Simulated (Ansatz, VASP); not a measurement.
C in VASP and in Ansatz

```
C
1.0
     0.00000    1.78572    1.78572
     1.78572    0.00000    1.78572
     1.78572    1.78572    0.00000
C
2
Direct
  0.50000 0.50000 0.50000
  0.75000 0.75000 0.75000
```

Change from the starting cell: the structure that the rattled cell fell into.

Alike in both runs: task relaxation of cell and atoms; functional PBE; k mesh 12 × 12 × 12; occupations gaussian, width 0.02 eV; no spin polarisation.

|  | VASP | Ansatz |
| --- | --- | --- |
| version | VASP 6.6.1 | Ansatz 0.2.0 |
| potentials or method | VASP PAW PBE potentials, release 64 (C), cutoff 600 eV | scalar-relativistic, plane waves, PAW |
| valence electrons in the cell | 8 | 8 |

Ansatz gave:

* gap on the k mesh at the Fermi level, each at its own relaxed structure (eV): 4.15
* relaxed volume (Å³/atom): 5.69
* relaxed cell length with the largest relative difference (Å): 2.525

Which values does VASP return?

gap on the k mesh at the Fermi level, each at its own relaxed structure (eV): 4.14; relaxed volume (Å³/atom): 5.69; relaxed cell length with the largest relative difference (Å): 2.525.

Noted on VASP's run: the relaxation stopped at its first step, so nothing moved.
